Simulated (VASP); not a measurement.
Write the native input for VASP 6.6.1 that does the following.

| Quantity | Value |
| --- | --- |
| Task | single point |
| Functional | LDA |
| Potentials or basis | VASP PAW LDA potentials, release 64 (Si, O) |
| Cutoff | 520 eV |
| k mesh | 6 × 6 × 10 |
| Occupations | gaussian, width 0.05 eV |
| Spin | no spin polarisation |
| Dipole correction | no |
| Further INCAR settings | ALGO = Normal; EDIFF = 1e-06; NBANDS = 25 |

The structure of SiO2 lies in POSCAR:

```
SiO2
1.0
    4.3132438697      0.0000000000      0.0000000000
    0.0000000000      4.3132438697      0.0000000000
    0.0000000000      0.0000000000      2.8648565783
Si O
2 4
Direct
    0.5000000000      0.5000000000      0.5000000000
    0.0000000000      0.0000000000      0.0000000000
    0.6944252994      0.6944252994      0.0000000000
    0.1944252994      0.8055747006      0.5000000000
    0.3055747006      0.3055747006      0.0000000000
    0.8055747006      0.1944252994      0.5000000000
```

This cell differs from its parent crystal: volume 8.883 Å^3 an atom, c/a of the conventional cell 0.6642.

These files were run (other wordings do the same):

INCAR

```
  PREC = Accurate
  ENCUT = 520
  EDIFF = 1E-6
  ISMEAR = 0
  SIGMA = 0.05
  LREAL = F
  LASPH = T
  NELM = 60
  ALGO = Normal
  ISIF = 2
  LWAVE = F
  LCHARG = T
  GGA = CA
  LELF = T
  LVHAR = T
  NBANDS = 25
```

KPOINTS

```
Automatic mesh
0
Gamma
  6 6 10
```

Potentials or basis: VASP PAW LDA potentials, release 64 (Si, O).

Run with:

```sh
$ cat potpaw_LDA.64/Si/POTCAR potpaw_LDA.64/O/POTCAR > POTCAR
$ mpirun -np 1 vasp_std > vasp.out
```

Results of the run:

The pressure is -36.8 GPa. The largest force is 0.417 eV/Å. The band gap on the k mesh is 3.19 eV, direct.

Run time: 23 s on 1 thread of Intel(R) Xeon(R) 6975P-C (Granite Rapids), on a shared host, peak memory 0.17 GiB.
